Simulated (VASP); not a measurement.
A run of VASP 6.6.1 is set up as follows.

The input INCAR:

```
PREC = Accurate ; ENCUT = 600
EDIFF = 1E-7 ; ISMEAR = 0
SIGMA = 0.1 ; LREAL = F
LASPH = T ; NELM = 60
ALGO = Normal ; ISIF = 4
LWAVE = F ; LCHARG = F
GGA = PE ; IBRION = 2
NSW = 50 ; EDIFFG = -0.01
```

KPOINTS

```
regular mesh
0
Gamma
  15 15 15
```

File POSCAR:

```
Se
1.0
    1.9616013355      1.1325310591      1.5975486950
   -1.9616013355      1.1325310591      1.5975486950
    0.0000000000     -2.2650621182      1.5975486950
Se
1
Direct
    0.0000000000      0.0000000000      0.0000000000
```

Potentials or basis: VASP PAW PBE potentials, release 64 (Se).

The run is started by

```console
$ cat potpaw_PBE.64/Se/POTCAR > POTCAR
$ mpirun -np 1 vasp_std > vasp.out
```

(1) Predict the band gap on the k mesh.

Answers

(1) zero (bands 3 and 4 overlap by 6.54 eV).

Caveat: the relaxation stopped at its first step, so nothing moved.
